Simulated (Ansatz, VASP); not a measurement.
**Hf2Be3Cl: VASP beside Ansatz**

```
Hf Be Cl
1.0
     5.09981    0.00000    0.00000
    -2.54991    4.41657    0.00000
     0.00000    0.00000    4.56166
Hf Be Cl
2 3 1
Direct
  0.33333 0.66667 0.00000
  0.66667 0.33333 0.00000
  0.50000 0.00000 0.50000
  0.50000 0.50000 0.50000
  0.00000 0.50000 0.50000
  0.00000 0.00000 0.00000
```

Change from the starting cell: species swapped into the TbB2Ru3 type (P6/mmm, No. 191).

Alike in both runs: functional PBE; k mesh 9 × 9 × 8; occupations gaussian, width 0.1 eV; no spin polarisation.

Ansatz relaxed the structure, and its values are those at the end. VASP's run is a single point on that final structure, the one shown.

|  | VASP | Ansatz |
| --- | --- | --- |
| version | VASP 6.6.1 | Ansatz 0.2.0 |
| potentials or method | VASP PAW PBE potentials, release 64 (Hf_pv, Be, Cl), cutoff 520 eV | scalar-relativistic, plane waves, PAW |
| valence electrons in the cell | 33 | 65 |

|  | VASP | Ansatz | Ansatz less VASP |
| --- | --- | --- | --- |
| gap on the k mesh at the Fermi level (eV) | none | none | - |
| pressure (GPa) | -0.1 | 0.0 | +0.13 |

A gap of «none» marks a metal or a gap that the smearing closes. The functional is the same, so the differences come from potentials, cutoffs and numerics. VASP's potentials hold 33 valence electrons a cell and Ansatz's 65, so a difference there can come from the potentials and not from the codes.

Neither program's run includes spin-orbit coupling.
